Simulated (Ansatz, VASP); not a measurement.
## CuO in VASP and in Ansatz

```
Cu O
1.0
     1.99097   -2.15355    0.00000
     1.99097    2.15355    0.00000
     0.00000    0.00000    5.15593
Cu O
2 2
Direct
  0.00000 0.50000 0.00000
  0.50000 0.00000 0.50000
  0.50000 0.50000 0.25000
  0.50000 0.50000 0.75000
```

Alike in both runs: task single point; functional PBEsol; k mesh 18 × 18 × 10; occupations gaussian, width 0.1 eV; no spin polarisation.

|  | VASP | Ansatz |
| --- | --- | --- |
| version | VASP 6.6.1 | Ansatz 0.2.0 |
| potentials or method | VASP PAW PBE potentials, release 64 (Cu, O), cutoff 520 eV | scalar-relativistic, plane waves, PAW |
| valence electrons in the cell | 34 | 50 |

VASP gave:

| Property | Result |
| --- | --- |
| gap on the k mesh at the Fermi level (eV) | none |
| pressure (GPa) | -5.4 |
| traceless stress, the component that is largest in VASP (GPa) | 1.35 |

Question: Which values does Ansatz return?

Answer: gap on the k mesh at the Fermi level (eV): none; pressure (GPa): -6.1; traceless stress, the component that is largest in VASP (GPa): 1.57.

VASP's potentials were made for PBE, not for PBEsol. A gap of «none» marks a metal or a gap that the smearing closes. VASP's potentials hold 34 valence electrons a cell and Ansatz's 50, so a difference there can come from the potentials and not from the codes.
